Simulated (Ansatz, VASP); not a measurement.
BeF3: VASP beside Ansatz

```
Be F
1.0
     0.00000    6.63343    3.54192
     4.29285    0.00000    3.54192
     4.29285    6.63343    0.00000
Be F
2 6
Direct
  0.35537 0.64463 0.35537
  0.64463 0.35537 0.64463
  0.52006 0.47994 0.19762
  0.19762 0.80238 0.52006
  0.80238 0.19762 0.47994
  0.47994 0.52006 0.80238
  0.08272 0.91728 0.91728
  0.91728 0.08272 0.08272
```

Alike in both runs: functional PBE; k mesh 4 × 4 × 4; occupations gaussian, width 0.1 eV; no spin polarisation.

Ansatz relaxed the structure, and its values are those at the end. VASP's run is a single point on that final structure, the one shown.

|  | VASP | Ansatz |
| --- | --- | --- |
| version | VASP 6.6.1 | Ansatz 0.2.0 |
| potentials or method | VASP PAW PBE potentials, release 64 (Be, F), cutoff 520 eV | scalar-relativistic, plane waves, PAW |
| valence electrons in the cell | 46 | 46 |

|  | VASP | Ansatz | Ansatz less VASP |
| --- | --- | --- | --- |
| gap on the k mesh at the Fermi level (eV) | 3.44 | 3.51 | +0.064 |
| least direct gap on the mesh (eV) | 3.44 | 3.51 | +0.064 |
| pressure (GPa) | -0.1 | 0.1 | +0.20 |
| rms of the force components (eV/Å) | 0.112 | 0.001 | -0.1109 |

The functional is the same, so the differences come from potentials, cutoffs and numerics.
